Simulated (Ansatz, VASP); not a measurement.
**Two plane-wave programs on MgO**

INCAR

```
SYSTEM = MgO
  PREC = Accurate
  ENCUT = 520
  EDIFF = 1E-6
  ISMEAR = 0
  SIGMA = 0.05
  LREAL = .FALSE.
  LASPH = .TRUE.
  NELM = 80
  ALGO = Normal
  ISIF = 2
  LWAVE = .FALSE.
  LCHARG = .FALSE.
  GGA = PE
  NBANDS = 11
```

Contents of KPOINTS:

```
regular mesh
0
G
  8 8 8
  0 0 0
```

The input POSCAR:

```
MgO
1.0
    0.0000000000      2.1021680256      2.1021680256
    2.1021680256      0.0000000000      2.1021680256
    2.1021680256      2.1021680256      0.0000000000
Mg O
1 1
Direct
    0.0000000000      0.0000000000      0.0000000000
    0.5000000000      0.5000000000      0.5000000000
```

Input for Ansatz:

```yaml
crystal:
  lattice:
    - [0.0, 2.1021680256, 2.1021680256]
    - [2.1021680256, 0.0, 2.1021680256]
    - [2.1021680256, 2.1021680256, 0.0]
  atoms:
    - { symbol: Mg, position: [0.0, 0.0, 0.0] }
    - { symbol: O, position: [0.5, 0.5, 0.5] }
kpoints:
  mp_grid: { grid: [8, 8, 8] }
hamiltonian:
  xc: pbe
scf:
  occupations: { method: gaussian, width: 0.05 }
  n_extra_bands: 4
output:
  forces: true
  stress: true
  eigenvalues: true
```

Alike in both runs: task single point; functional PBE; k mesh 8 × 8 × 8; occupations gaussian, width 0.05 eV; no spin polarisation.

|  | VASP | Ansatz |
| --- | --- | --- |
| version | VASP 6.6.1 | Ansatz 0.2.0 |
| potentials or method | VASP PAW PBE potentials, release 64 (Mg, O) | plane waves |
| plane-wave cutoff (eV) | 520 | 420 |
| valence electrons in the cell | 8 | 16 |

VASP gave:

```
gap on the k mesh at the Fermi level (eV) : 4.78
pressure (GPa)                            : 4.9
```

**Question.** Which values does Ansatz return?

**Answer.** gap on the k mesh at the Fermi level (eV): 4.80; pressure (GPa): 5.6.

With one functional, cell and mesh, what is left measures potentials, basis and numerics. VASP's potentials hold 8 valence electrons a cell and Ansatz's 16, so a difference there can come from the potentials and not from the codes.
